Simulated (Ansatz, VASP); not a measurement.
**NiMoIrPdW: VASP beside Ansatz**

```xyz
5
Lattice="2.7662 0.0000 0.0000 -1.3831 2.3956 0.0000 0.0000 0.0000 11.0229" Properties=species:S:1:pos:R:3 pbc="T T T"
Ni    0.0000    1.5970    6.5820
Mo    0.0000    0.0000    4.5276
Pd    1.3831    0.7985    8.7654
Ir    1.3831    0.7985    2.2002
W     0.0000    1.5970   10.9936
```

Alike in both runs: functional PBE; k mesh 12 × 12 × 4; occupations gaussian, width 0.1 eV; no spin polarisation.

Ansatz relaxed the structure, and its values are those at the end. VASP's run is a single point on that final structure, the one shown.

```csv
,VASP,Ansatz
version,VASP 6.6.1,Ansatz 0.2.0
potentials or method,"VASP PAW PBE potentials, release 64 (Ni, Mo_sv, Pd, Ir, W_sv), cutoff 520 eV","scalar-relativistic, plane waves, PAW"
valence electrons in the cell,57,81
```

Ansatz gave:

| Quantity | Value |
| --- | --- |
| gap on the k mesh at the Fermi level (eV) | none |
| pressure (GPa) | 0.0 |
| rms of the force components (eV/Å) | 0.003 |

Which values does VASP return?

gap on the k mesh at the Fermi level (eV): none; pressure (GPa): 0.4; rms of the force components (eV/Å): 0.011.

A gap of «none» marks a metal or a gap that the smearing closes. VASP's potentials hold 57 valence electrons a cell and Ansatz's 81, so a difference there can come from the potentials and not from the codes.

Spin-orbit coupling is off throughout.
